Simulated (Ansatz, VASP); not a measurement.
**One calculation of TaH, two programs**

```
CELL_PARAMETERS angstrom
1.74000 -2.45000 0.00000
1.74000 2.45000 0.00000
0.00000 0.00000 4.95000
ATOMIC_POSITIONS crystal
Ta 0.00000 0.50000 0.00000
Ta 0.50000 0.00000 0.50000
H 0.00000 0.00000 0.25000
H 0.00000 0.00000 0.75000
```

Alike in both runs: task relaxation of cell and atoms; functional PBE; k mesh 7 × 7 × 4; occupations gaussian, width 0.2 eV; no spin polarisation.

```csv
,VASP,Ansatz
version,VASP 6.6.1,Ansatz 0.2.0
potentials or method,"VASP PAW PBE potentials, release 64 (Ta_pv, H), cutoff 600 eV","scalar-relativistic, plane waves, PAW"
valence electrons in the cell,24,28
```

```tsv
	VASP	Ansatz	Ansatz less VASP
gap on the k mesh at the Fermi level, each at its own relaxed structure (eV)	none	none	-
relaxed volume (Å³/atom)	10.37	10.37	-0.008
relaxed length of the cell vector where the two differ most in proportion (Å)	2.991	2.989	-0.0012
```

A gap of «none» marks a metal or a gap that the smearing closes. VASP's potentials hold 24 valence electrons a cell and Ansatz's 28, so a difference there can come from the potentials and not from the codes.

Neither program's run includes spin-orbit coupling.
